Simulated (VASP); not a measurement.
A run of VASP 6.6.1 is set up as follows.

File POSCAR:

```
Ti
1.0
    0.0000000000      2.0551516154      2.0551516154
    2.0551516154      0.0000000000      2.0551516154
    2.0551516154      2.0551516154      0.0000000000
Ti
1
Direct
    0.0000000000      0.0000000000      0.0000000000
```

INCAR.step1

```
SYSTEM = Ti
ALGO     = Normal         ! electronic algorithm
EDIFF    = 1E-4           ! SCF threshold, eV
ENCUT    = 520            ! plane-wave cutoff, eV
GGA      = PE             ! functional
ISMEAR   = 0              ! smearing method
LASPH    = .TRUE.         ! aspherical terms in the spheres
LCHARG   = .FALSE.        ! write CHGCAR
LREAL    = .FALSE.        ! projectors in reciprocal space
LWAVE    = .TRUE.         ! write WAVECAR
NBANDS   = 12             ! bands
NELM     = 80             ! most SCF steps
PREC     = Accurate       ! precision mode
SIGMA    = 0.1            ! smearing width, eV
```

The input INCAR.step2:

```
SYSTEM = Ti
ALGO     = Normal         ! electronic algorithm
EDIFF    = 1E-6           ! SCF threshold, eV
ENCUT    = 520            ! plane-wave cutoff, eV
ISIF     = 2              ! what is computed and relaxed
ISMEAR   = 0              ! smearing method
ISTART   = 1            
LASPH    = .TRUE.         ! aspherical terms in the spheres
LCHARG   = .TRUE.         ! write CHGCAR
LELF     = .TRUE.         ! ELF
LMIXTAU  = .TRUE.       
LREAL    = .FALSE.        ! projectors in reciprocal space
LVHAR    = .TRUE.       
LWAVE    = .FALSE.        ! write WAVECAR
METAGGA  = R2SCAN         ! meta-GGA
NBANDS   = 12             ! bands
NELM     = 80             ! most SCF steps
PREC     = Accurate       ! precision mode
SIGMA    = 0.1            ! smearing width, eV
```

Contents of KPOINTS:

```
k-points
0
G
  18 18 18
  0 0 0
```

Potentials or basis: VASP PAW PBE potentials, release 64 (Ti_sv).

The run is started by

```sh
$ cat potpaw_PBE.64/Ti_sv/POTCAR > POTCAR
$ cp INCAR.step1 INCAR
$ mpirun -np 1 vasp_std > vasp.out
$ cp INCAR.step2 INCAR
$ mpirun -np 1 vasp_std > vasp.out
```

(1) Estimate the band gap on the k mesh.

(2) Estimate the pressure.

## Answers

(1) zero (band 6 reaches 9.23 eV, above the bottom of band 7 at 7.81 eV).

(2) 0.4 GPa.

Caveat: the PAW data sets were made with another functional, which shifts forces and pressure a little.
